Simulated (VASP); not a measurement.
# Au (Fm-3m) in VASP: single point with PBE

Aim: the single point of Au with PBE.

All numbers are computed with VASP 6.6.1; they aren't measurements. Logs are shortened: lines on timing, memory, paths and dates and some standing lists are left out, and cuts for length are marked.

## Step 1: The cell of the first run

The structure is cubic, space group Fm-3m (No. 225). Conventional cell: a = 4.158 Å, b = 4.158 Å, c = 4.158 Å, α = 90.00°, β = 90.00°, γ = 90.00°. Au (site symmetry m-3m) has 12 Au at 2.94 Å within 3.9 Å.

## Step 2: Single point, PBE

Contents of INCAR:

```
SYSTEM = Au
PREC = Accurate
ENCUT = 520
EDIFF = 1E-6
ISMEAR = 0
SIGMA = 0.3
LREAL = .FALSE.
LASPH = .TRUE.
NELM = 80
ALGO = Fast
ISIF = 2
LWAVE = .FALSE.
LCHARG = .FALSE.
GGA = PE
NBANDS = 12
```

Contents of KPOINTS:

```
Automatic mesh
0
G
  52 52 52
  0 0 0
```

Contents of POSCAR:

```
Au
1.0
    0.0000000000      2.0790000000      2.0790000000
    2.0790000000      0.0000000000      2.0790000000
    2.0790000000      2.0790000000      0.0000000000
Au
1
Direct
    0.0000000000      0.0000000000      0.0000000000
```

Potentials or basis: VASP PAW PBE potentials, release 64 (Au).

On the command line:

```
$ cat potpaw_PBE.64/Au/POTCAR > POTCAR
$ mpirun -np 1 vasp_std > vasp.out
```

OUTCAR:

```text
SYSTEM = Au
   PREC = Accurate
   ENCUT = 520
   EDIFF = 1E-6
   ISMEAR = 0
   LREAL = .FALSE.
   LASPH = .TRUE.
   NELM = 80
   ISIF = 2
   GGA = PE

 ion  position               nearest neighbor table
   1  0.000  0.000  0.000-

  LATTYP: Found a face centered cubic cell.
 ALAT       =     4.1580000000

  Lattice vectors:

 A1 = (   0.0000000000,   2.0790000000,   2.0790000000)
 A2 = (   2.0790000000,   0.0000000000,   2.0790000000)
 A3 = (   2.0790000000,   2.0790000000,   0.0000000000)

Analysis of symmetry for initial positions (statically):
=====================================================================
 Subroutine PRICEL returns:
 Original cell was already a primitive cell.

 Routine SETGRP: Setting up the symmetry group for a
 face centered cubic supercell.

 Subroutine GETGRP returns: Found 48 space group operations
 (whereof 48 operations were pure point group operations)
 out of a pool of 48 trial point group operations.

The static configuration has the point symmetry O_h .

Analysis of symmetry for dynamics (positions and initial velocities):
=====================================================================
 Subroutine PRICEL returns:
 Original cell was already a primitive cell.

 Routine SETGRP: Setting up the symmetry group for a
 face centered cubic supercell.

 Subroutine GETGRP returns: Found 48 space group operations
 (whereof 48 operations were pure point group operations)
 out of a pool of 48 trial point group operations.

The dynamic configuration has the point symmetry O_h .

 Subroutine INISYM returns: Found 48 space group operations
 (whereof 48 operations are pure point group operations),
 and found     1 'primitive' translations

----------------------------------------------------------------------------------------

                                     Primitive cell

  volume of cell :      17.9719

  direct lattice vectors                    reciprocal lattice vectors
     0.000000000  2.079000000  2.079000000    -0.240500241  0.240500241  0.240500241
     2.079000000  0.000000000  2.079000000     0.240500241 -0.240500241  0.240500241
     2.079000000  2.079000000  0.000000000     0.240500241  0.240500241 -0.240500241

  length of vectors
     2.940149996  2.940149996  2.940149996     0.416558636  0.416558636  0.416558636

  position of ions in fractional coordinates (direct lattice)
     0.000000000  0.000000000  0.000000000

  ion indices of the primitive-cell ions
   primitive index   ion index
                 1           1

----------------------------------------------------------------------------------------
[... 83 lines left out ...]
   EMIN   =  10.00;   EMAX   =-10.00  energy-range for DOS
   EFERMI =   0.00;   METHOD = LEGACY
   ISMEAR =     0;   SIGMA  =   0.30  broadening in eV -4-tet -1-fermi 0-gaus
   EFERMI_NEDOS =   21; number of points for ismear=-14 and -15
   IALGO  =     68    algorithm
   IMIX   =      4    mixing-type and parameters
     AMIX     =   0.40;   BMIX     =  1.00
     AMIX_MAG =   1.60;   BMIX_MAG =  1.00
  volume/ion in A,a.u.               =      17.97       121.28
  Fermi-wavevector in a.u.,A,eV,Ry     =   1.389978  2.626677 26.286982  1.932039
  Thomas-Fermi vector in A             =   2.513957
   LORBIT       =      0    0 simple, 1 ext, 2 COOP (PROOUT), +10 PAW based schemes
   GGA     = PE    functional components
   LHFCALC =     F    Hartree Fock is set to
   AEXX    =    0.0000 exact exchange contribution
   IVDW    =     0    specifies the selected vdW correction
   LEPSILON=     F    determine dielectric tensor
   LRPA    =     F    only Hartree local field effects (RPA)
 non-spin polarized calculation
 RMM-DIIS sequential band-by-band and
 Gauss-broadening in eV      SIGMA  =   0.30
  energy-cutoff  :      520.00
  volume of cell :       17.97
 maximum number of plane-waves:       531
 NGX is ok and might be reduce to    24
   NGX = 11   NGY = 11   NGZ = 11

 number of electron      11.0000001 magnetization

 Free energy of the ion-electron system (eV)
  ---------------------------------------------------
  ext. energy  EPLUGINS =         0.00000000
  ---------------------------------------------------
  free energy    TOTEN  =        -3.22709299 eV

  energy without entropy =       -3.21398214  energy(sigma->0) =       -3.22053756

 E-fermi :   8.6272     XC(G=0): -12.4007

 val. band max:        8.6239012534   @ k =   0.5000   0.3269   0.1154
 cond. band min:       8.6303634697   @ k =  -0.2115   0.3077   0.0962
 fundamental gap:      0.0064622164
 Fermi energy:         8.6272099844

 k-point     1 :       0.0000    0.0000    0.0000
  band No.  band energies     occupation
      1      -0.6935      2.00000
      2       4.1944      2.00000
      3       4.1944      2.00000
      4       4.1944      2.00000
      5       5.5724      2.00000
      6       5.5724      2.00000
      7      23.1946      0.00000
      8      26.8878      0.00000
      9      26.8878      0.00000
     10      26.8878      0.00000
     11      31.6271      0.00000
     12      35.7061      0.00000
[... 331 lines left out ...]
 k-point    24 :       0.4423    0.0000    0.0000
  band No.  band energies     occupation
      1       1.7681      2.00000
      2       4.1872      2.00000
      3       4.1872      2.00000
      4       6.5907      2.00000
      5       6.5907      2.00000
      6       7.1503      2.00000
      7      12.3603      0.00000
      8      22.7414      0.00000
      9      25.5502      0.00000
     10      25.5502      0.00000
     11      32.5749      0.00000
     12      32.5749      0.00000

 [... further k-points ...]

------------------------ aborting loop because EDIFF is reached ----------------------------------------

  FORCE on cell =-STRESS in cart. coord.  units (eV):
  Direction    XX          YY          ZZ          XY          YZ          ZX
  --------------------------------------------------------------------------------------
  -------------------------------------------------------------------------------------
  Total       -0.0174404     -0.0174404     -0.0174404      0.0000000      0.0000000     -0.0000000
  in kB       -1.5547973     -1.5547973     -1.5547973      0.0000000      0.0000000     -0.0000000
  external PRESSURE =      -1.5547973 kB  Pullay stress =       0.0000000 kB

 VOLUME and BASIS-vectors are now :
 -----------------------------------------------------------------------------
  energy-cutoff  :      520.00
  volume of cell :       17.97
      direct lattice vectors                 reciprocal lattice vectors
     0.000000000  2.079000000  2.079000000    -0.240500241  0.240500241  0.240500241
     2.079000000  0.000000000  2.079000000     0.240500241 -0.240500241  0.240500241
     2.079000000  2.079000000  0.000000000     0.240500241  0.240500241 -0.240500241

 POSITION                                       TOTAL-FORCE (eV/Angst)
 -----------------------------------------------------------------------------------
      0.00000      0.00000      0.00000         0.000000     -0.000000      0.000000
 -----------------------------------------------------------------------------------
    total drift:                               -0.000000      0.000000     -0.000000

  FREE ENERGIE OF THE ION-ELECTRON SYSTEM (eV)
  ---------------------------------------------------
  free  energy   TOTEN  =        -3.2270929891 eV

  energy  without entropy=       -3.2139821382  energy(sigma->0) =       -3.22053756
```

stdout:

```text
POSCAR found type information on POSCAR Au
 POSCAR found :  1 types and       1 ions
 scaLAPACK will be used
 LDA part: xc-table for (Slater+PW92), standard interpolation
 POSCAR, INCAR and KPOINTS ok, starting setup
 FFT: planning ... GRIDC
 FFT: planning ... GRID_SOFT
 FFT: planning ... GRID
 WAVECAR not read
 entering main loop
WARNING in EDDRMM: call to ZHEGV failed, returncode =   8  4     12
```

Wall time 13 min (1 thread of Intel Xeon 8259CL, shared host); peak memory 0.82 GiB.

Results:

```
Free energy            : -3.2271 eV
Pressure               : -0.2 GPa
Band gap on the k mesh : zero (an odd number of electrons rules out a gap without spin polarisation)
```

Caveat: so wide a smearing shifts energies and pressures; spin-orbit coupling is left out, which moves the levels of the heavy elements.
